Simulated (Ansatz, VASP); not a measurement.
One calculation of VGe, two programs

Contents of INCAR:

```
ALGO = Normal
EDIFF = 1E-7
ENCUT = 520
GGA = PE
ISIF = 2
ISMEAR = -1
LASPH = True
LCHARG = False
LREAL = False
LWAVE = False
NBANDS = 20
NELM = 80
PREC = Accurate
SIGMA = 0.05
```

File KPOINTS:

```
k-points
0
Gamma
  13 13 13
```

Contents of POSCAR:

```
VGe
1.0
    0.0000000000      2.3673313404      2.3673313404
    2.3673313404      0.0000000000      2.3673313404
    2.3673313404      2.3673313404      0.0000000000
V Ge
1 1
Direct
    0.0000000000      0.0000000000      0.0000000000
    0.2500000000      0.2500000000      0.2500000000
```

Input for Ansatz:

```yaml
crystal:
  lattice:
    - [0.0, 2.3673313404, 2.3673313404]
    - [2.3673313404, 0.0, 2.3673313404]
    - [2.3673313404, 2.3673313404, 0.0]
  atoms:
    - { symbol: V, position: [0.0, 0.0, 0.0] }
    - { symbol: Ge, position: [0.25, 0.25, 0.25] }
kpoints:
  mp_grid: { grid: [13, 13, 13] }
scf:
  occupations: { method: fermi_dirac, width: 0.05 }
hamiltonian:
  xc: pbe
  pseudopotentials: { kind: paw }
output:
  forces: true
  stress: true
  eigenvalues: true
  populations: true
```

Change from the starting cell: volume scaled by 0.6, PAW files.

Alike in both runs: task single point; functional PBE; k mesh 13 × 13 × 13; occupations fermi-dirac, width 0.05 eV; no spin polarisation.

```csv
,VASP,Ansatz
version,VASP 6.6.1,Ansatz 0.2.0
potentials or method,"VASP PAW PBE potentials, release 64 (V_sv, Ge_d)","PAW with Ansatz's default frozen-core files, scalar-relativistic"
plane-wave cutoff (eV),520,420
valence electrons in the cell,27,27
```

```tsv
	VASP	Ansatz	Ansatz less VASP
pressure (GPa)	106.5	104.9	-1.63
```

Both programs put the cell under a high pressure, so it lies far from rest at this level. The functional is the same, so the differences come from potentials, cutoffs and numerics.

Noted on VASP's run: the cell as given lies far from equilibrium.
